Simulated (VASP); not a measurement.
# H3C2 in VASP: a series of runs

H3C2 is run at these levels: PBE+D3(BJ); tasks: single point.

Everything below comes from runs of VASP 6.6.1. Logs are shortened: lines on timing, memory, paths and dates and some standing lists are left out, and cuts for length are marked.

## (1) The cell of the first run

The cell holds an amorphous packing of atoms, 30 atoms: a = 7.697 Å, b = 7.697 Å, c = 7.697 Å, α = 90.00°, β = 90.00°, γ = 90.00°.

## (2) Single point, PBE+D3(BJ)

Contents of INCAR:

```
SYSTEM = H3C2
  PREC = Accurate
  ENCUT = 520
  EDIFF = 1E-6
  ISMEAR = -1
  SIGMA = 0.05
  LREAL = .False.
  LASPH = .True.
  NELM = 120
  ALGO = Normal
  ISIF = 2
  LWAVE = .False.
  LCHARG = .False.
  GGA = PE
  IVDW = 12
  NBANDS = 54
  GGA_COMPAT = .False.
```

Contents of KPOINTS:

```
regular mesh
0
Gamma
  1 1 1
  0 0 0
```

Contents of POSCAR:

```
H3C2
1.0
    7.6970020000      0.0000000000      0.0000000000
    0.0000000000      7.6970020000      0.0000000000
    0.0000000000      0.0000000000      7.6970020000
C H
12 18
Direct
    0.0434454870      0.8317913910      0.8480574645
    0.0608158865      0.7603609821      0.7079379738
    0.1927373801      0.4083408059      0.9522928538
    0.0999350137      0.2971806425      0.8906714588
    0.7439779800      0.5476158120      0.0256593411
    0.7764841428      0.5427827614      0.1823047467
    0.5134206799      0.6840975226      0.5210600179
    0.5505390281      0.8177599538      0.4224631876
    0.6358319772      0.0654800402      0.8605818213
    0.4655448966      0.0828764238      0.8548263337
   -0.0381966901      0.0923476439      0.2868779299
    0.1326750337      0.0767831423      0.3159541858
    0.1039365717      0.7138233821      0.5841625090
   -0.0047810823      0.8945690803      0.9655317746
   -0.0036897483      0.2294919502      0.8264776338
    0.3060152511      0.4636870304      1.0034686232
    0.8109261242      0.5450044056      0.3156423761
    0.7355071494      0.5403922202     -0.1170325797
    0.5209690734      0.5457189695      0.4853707976
    0.4730932901      0.6946860609      0.6553460685
    0.5883329639      0.7826164005      0.2940365612
    0.5503311549      0.9478105891      0.4514874753
    0.7118615794      0.1635312034      0.7858774105
    0.6956214900     -0.0451864245      0.9129918376
    0.3870727850      0.1799271976      0.7863581171
    0.3684161703     -0.0082369733      0.9106662568
   -0.0889177371      0.0848382266      0.1553202143
   -0.1274782052      0.1113030762      0.3950239327
    0.2113420264      0.0681823910      0.2001818370
    0.2050668559      0.0764713326      0.4419253107
```

Potentials or basis: VASP PAW PBE potentials, release 64 (C, H).

On the command line:

```console
$ cat potpaw_PBE.64/C/POTCAR potpaw_PBE.64/H/POTCAR > POTCAR
$ mpirun -np 1 vasp_gam > vasp.out
```

OUTCAR:

```text
SYSTEM = H3C2
   PREC = Accurate
   ENCUT = 520
   EDIFF = 1E-6
   ISMEAR = -1
   LREAL = .False.
   LASPH = .True.
   NELM = 120
   ISIF = 2
   GGA = PE
   IVDW = 12
 IVDW          = 12

 ion  position               nearest neighbor table
   1  0.043  0.832  0.848-  14 1.09   2 1.22
   2  0.061  0.760  0.708-  13 1.07   1 1.22
   3  0.193  0.408  0.952-  16 1.05   4 1.21
   4  0.100  0.297  0.891-  15 1.07   3 1.21
   5  0.744  0.548  0.026-  18 1.10   6 1.23
   6  0.776  0.543  0.182-  17 1.06   5 1.23
   7  0.513  0.684  0.521-  20 1.08  19 1.10   8 1.31
   8  0.551  0.818  0.422-  22 1.03  21 1.07   7 1.31
   9  0.636  0.065  0.861-  24 1.05  23 1.11  10 1.32
  10  0.466  0.083  0.855-  25 1.10  26 1.11   9 1.32
  11  0.962  0.092  0.287-  27 1.09  28 1.09  12 1.34
  12  0.133  0.077  0.316-  29 1.08  30 1.12  11 1.34
  13  0.104  0.714  0.584-   2 1.07
  14  0.995  0.895  0.966-   1 1.09
  15  0.996  0.229  0.826-   4 1.07
  16  0.306  0.464  0.003-   3 1.05
  17  0.811  0.545  0.316-   6 1.06
  18  0.736  0.540  0.883-   5 1.10
[... 10 lines left out ...]
  29  0.211  0.068  0.200-  12 1.08
  30  0.205  0.076  0.442-  12 1.12

  LATTYP: Found a simple cubic cell.
 ALAT       =     7.6970020000

  Lattice vectors:

 A1 = (   7.6970020000,   0.0000000000,   0.0000000000)
 A2 = (   0.0000000000,   7.6970020000,   0.0000000000)
 A3 = (   0.0000000000,   0.0000000000,   7.6970020000)

Analysis of symmetry for initial positions (statically):
=====================================================================
 Subroutine PRICEL returns:
 Original cell was already a primitive cell.

 Routine SETGRP: Setting up the symmetry group for a
 simple cubic supercell.

 Subroutine GETGRP returns: Found  1 space group operations
 (whereof  1 operations were pure point group operations)
 out of a pool of 48 trial point group operations.

The static configuration has the point symmetry C_1 .

Analysis of symmetry for dynamics (positions and initial velocities):
=====================================================================
 Subroutine PRICEL returns:
 Original cell was already a primitive cell.

 Routine SETGRP: Setting up the symmetry group for a
 simple cubic supercell.

 Subroutine GETGRP returns: Found  1 space group operations
 (whereof  1 operations were pure point group operations)
 out of a pool of 48 trial point group operations.

The dynamic configuration has the point symmetry C_1 .

 Subroutine INISYM returns: Found  1 space group operations
 (whereof  1 operations are pure point group operations),
 and found     1 'primitive' translations

----------------------------------------------------------------------------------------

                                     Primitive cell

  volume of cell :     456.0000

  direct lattice vectors                    reciprocal lattice vectors
     7.697002000  0.000000000  0.000000000     0.129920715  0.000000000  0.000000000
     0.000000000  7.697002000  0.000000000     0.000000000  0.129920715  0.000000000
     0.000000000  0.000000000  7.697002000     0.000000000  0.000000000  0.129920715

  length of vectors
     7.697002000  7.697002000  7.697002000     0.129920715  0.129920715  0.129920715

  position of ions in fractional coordinates (direct lattice)
     0.043445487  0.831791391  0.848057465
     0.060815887  0.760360982  0.707937974
     0.192737380  0.408340806  0.952292854
     0.099935014  0.297180643  0.890671459
     0.743977980  0.547615812  0.025659341
     0.776484143  0.542782761  0.182304747
[... 22 lines left out ...]
     0.211342026  0.068182391  0.200181837
     0.205066856  0.076471333  0.441925311

  ion indices of the primitive-cell ions
   primitive index   ion index
                 1           1
                 2           2
                 3           3
                 4           4
                 5           5
                 6           6
[... 22 lines left out ...]
                29          29
                30          30

----------------------------------------------------------------------------------------

 KPOINTS: regular mesh

Automatic generation of k-mesh.
 Grid dimensions read from file:
 generate k-points for:    1    1    1

 Generating k-lattice:

  Cartesian coordinates                     Fractional coordinates (reciprocal lattice)
     0.129920715  0.000000000  0.000000000     1.000000000  0.000000000  0.000000000
     0.000000000  0.129920715  0.000000000     0.000000000  1.000000000  0.000000000
     0.000000000  0.000000000  0.129920715     0.000000000  0.000000000  1.000000000

  Length of vectors
     0.129920715  0.129920715  0.129920715

  Shift w.r.t. Gamma in fractional coordinates (k-lattice)
     0.000000000  0.000000000  0.000000000

 Subroutine IBZKPT returns following result:
 ===========================================

 Found      1 irreducible k-points:

 Following reciprocal coordinates:
            Coordinates               Weight
  0.000000  0.000000  0.000000      1.000000
   k-points           NKPTS =      1   k-points in BZ     NKDIM =      1   number of bands    NBANDS=     54
   number of dos      NEDOS =    301   number of ions     NIONS =     30
   total plane-waves  NPLWV = 216000
   dimension x,y,z NGX =    60 NGY =   60 NGZ =   60
   dimension x,y,z NGXF=   120 NGYF=  120 NGZF=  120
   ions per type =              12  18
   NGX,Y,Z   is equivalent  to a cutoff of  12.96, 12.96, 12.96 a.u.
   NGXF,Y,Z  is equivalent  to a cutoff of  25.92, 25.92, 25.92 a.u.
 SYSTEM =  H3C2
   PREC   = accura    normal or accurate (medium, high low for compatibility)
   ISTART =      0    job   : 0-new  1-cont  2-samecut
   ICHARG =      2    charge: 1-file 2-atom 10-const
   ISPIN  =      1    spin polarized calculation?
   LNONCOLLINEAR =      F non collinear calculations
   LSORBIT =      F    spin-orbit coupling
   LASPH  =      T    aspherical Exc in radial PAW
   ENCUT  =  520.0 eV  38.22 Ry    6.18 a.u.  14.31 14.31 14.31*2*pi/ulx,y,z
   NELM   =    120;   NELMIN=  2; NELMDL= -5     # of ELM steps
   EDIFF  = 0.1E-05   stopping-criterion for ELM
   LREAL  =      F    real-space projection
   EDIFFG = 0.1E-04   stopping-criterion for IOM
   NSW    =      0    number of steps for IOM
   IBRION =     -1    ionic relax: 0-MD 1-quasi-New 2-CG
   NFREE  =      0    steps in history (QN), initial steepest desc. (CG)
   ISIF   =      2    stress and relaxation
   ISYM   =      2    0-nonsym 1-usesym 2-fastsym
   POTIM  = 0.5000    time-step for ionic-motion
   TEBEG  =    0.0;   TEEND  =   0.0 temperature during run
   PSTRESS=    0.0 pullay stress
   NELECT =      66.0000    total number of electrons
   NUPDOWN=      -1.0000    fix difference up-down
   EMIN   =  10.00;   EMAX   =-10.00  energy-range for DOS
   EFERMI =   0.00;   METHOD = LEGACY
   ISMEAR =    -1;   SIGMA  =   0.05  broadening in eV -4-tet -1-fermi 0-gaus
   EFERMI_NEDOS =   21; number of points for ismear=-14 and -15
   IALGO  =     38    algorithm
   IMIX   =      4    mixing-type and parameters
     AMIX     =   0.40;   BMIX     =  1.00
     AMIX_MAG =   1.60;   BMIX_MAG =  1.00
  volume/ion in A,a.u.               =      15.20       102.57
  Fermi-wavevector in a.u.,A,eV,Ry     =   0.859544  1.624302 10.052189  0.738815
  Thomas-Fermi vector in A             =   1.976914
   LORBIT       =      0    0 simple, 1 ext, 2 COOP (PROOUT), +10 PAW based schemes
   GGA     = PE    functional components
   LHFCALC =     F    Hartree Fock is set to
   AEXX    =    0.0000 exact exchange contribution
   IVDW    =    12    specifies the selected vdW correction
   LEPSILON=     F    determine dielectric tensor
   LRPA    =     F    only Hartree local field effects (RPA)
 non-spin polarized calculation
  energy-cutoff  :      520.00
  volume of cell :      456.00
 maximum number of plane-waves:      6099
 NGX is ok and might be reduce to    60
   NGX = 29   NGY = 29   NGZ = 29

 number of electron      65.9999993 magnetization

 Free energy of the ion-electron system (eV)
  ---------------------------------------------------
  ext. energy  EPLUGINS =         0.00000000
  ---------------------------------------------------
  free energy    TOTEN  =      -163.95684151 eV

  energy without entropy =     -163.95684151  energy(sigma->0) =     -163.95684151

 E-fermi :  -2.7299     XC(G=0):  -5.7909

 val. band max:       -3.9595521261   @ k =   0.0000   0.0000   0.0000
 cond. band min:       1.0918183251   @ k =   0.0000   0.0000   0.0000
 fundamental gap:      5.0513704512
 Fermi energy:        -2.7298722006

 k-point     1 :       0.0000    0.0000    0.0000
  band No.  band energies     occupation
      1     -16.4931      2.00000
      2     -16.3499      2.00000
      3     -16.2359      2.00000
      4     -16.0445      2.00000
      5     -15.9648      2.00000
      6     -15.8890      2.00000
[... 37 lines left out ...]
     44       3.0884      0.00000
     45       3.3347      0.00000
 [bands above 45 left out]

------------------------ aborting loop because EDIFF is reached ----------------------------------------

 Edisp (eV)   -1.16345

 E8    (eV) :    -0.2752

  FORCE on cell =-STRESS in cart. coord.  units (eV):
  Direction    XX          YY          ZZ          XY          YZ          ZX
  --------------------------------------------------------------------------------------
  -------------------------------------------------------------------------------------
  Total       1.31555     2.76503    -2.28218    -0.75423     0.00575    -2.38004
  in kB       4.62224     9.71508    -8.01856    -2.65002     0.02020    -8.36237
  external pressure =        2.11 kB  Pullay stress =        0.00 kB

 VOLUME and BASIS-vectors are now :
 -----------------------------------------------------------------------------
  energy-cutoff  :      520.00
  volume of cell :      456.00
      direct lattice vectors                 reciprocal lattice vectors
     7.697002000  0.000000000  0.000000000     0.129920715  0.000000000  0.000000000
     0.000000000  7.697002000  0.000000000     0.000000000  0.129920715  0.000000000
     0.000000000  0.000000000  7.697002000     0.000000000  0.000000000  0.129920715

 POSITION                                       TOTAL-FORCE (eV/Angst)
 -----------------------------------------------------------------------------------
      0.33440      6.40230      6.52750        -0.682390     -0.041395     -0.252194
      0.46810      5.85250      5.44900         0.348738      0.666582      0.633472
      1.48350      3.14300      7.32980        -0.186374     -1.106412     -0.351890
      0.76920      2.28740      6.85550        -0.637222      0.565430     -0.262671
      5.72640      4.21500      0.19750         0.555983     -0.281245      1.157101
      5.97660      4.17780      1.40320        -0.461230      0.079108     -2.675167
[... 22 lines left out ...]
      1.62670      0.52480      1.54080         0.603489     -0.186315     -0.207659
      1.57840      0.58860      3.40150        -0.792232      0.085464     -0.589590
 -----------------------------------------------------------------------------------
    total drift:                               -0.000456     -0.000101     -0.000391

  FREE ENERGIE OF THE ION-ELECTRON SYSTEM (eV)
  ---------------------------------------------------
  free  energy   TOTEN  =      -165.1202870016 eV

  energy  without entropy=     -165.1202870015  energy(sigma->0) =     -165.12028700
```

It took 51 s on 1 thread of Intel Xeon 6975P-C, shared host; peak memory 0.45 GiB.

Results:

```
Free energy                : -165.1203 eV
Pressure                   : 0.2 GPa
Largest force              : 2.716 eV/Å
Band gap on the k mesh     : 5.05 eV
Dispersion energy per atom : -0.039 eV
```

Forces on the atoms (eV/Å):
```
C   -0.682 -0.041 -0.252
C    0.349  0.667  0.633
C   -0.186 -1.106 -0.352
C   -0.637  0.565 -0.263
C    0.556 -0.281  1.157
C   -0.461  0.079 -2.675
C   -0.439 -1.243  1.643
C    0.278 -2.024 -1.381
C   -0.092  1.731 -1.510
C   -2.214 -0.585 -0.001
C    0.583 -0.108  0.948
C    0.064  0.090  0.068
H   -0.106 -0.171 -0.050
H    0.474 -0.418 -0.423
H    0.140 -0.192  0.124
H    0.648  0.821  0.507
H   -0.005 -0.013  0.413
H   -0.095  0.177  1.065
H    0.066  0.398 -0.553
H   -0.131  0.384  0.467
H    0.325  0.214 -1.073
H   -0.209  2.363  0.982
H    0.017 -0.605  0.522
H    0.822 -1.018  0.771
H    0.806  0.377 -0.024
H    0.813 -0.075  0.143
H   -0.200  0.233 -0.004
H   -0.296 -0.120 -0.086
H    0.603 -0.186 -0.208
H   -0.792  0.085 -0.590
```

Stress tensor (GPa, compression positive):
```
 0.46 -0.27 -0.84
-0.27  0.97  0.00
-0.84  0.00 -0.80
```

Levels at points of the mesh, in eV from the valence-band top:
| k point | band 30 | band 31 | band 32 | band 33 | band 34 | band 35 | band 36 | band 37 |
| --- | --- | --- | --- | --- | --- | --- | --- | --- |
| (0.00, 0.00, 0.00) | -0.37 | -0.27 | -0.13 | 0.00 | 5.05 | 5.43 | 5.44 | 5.50 |

Caveat: the k points lie up to 0.82 Å⁻¹ apart.

(Part 1 of 3 ends here.)
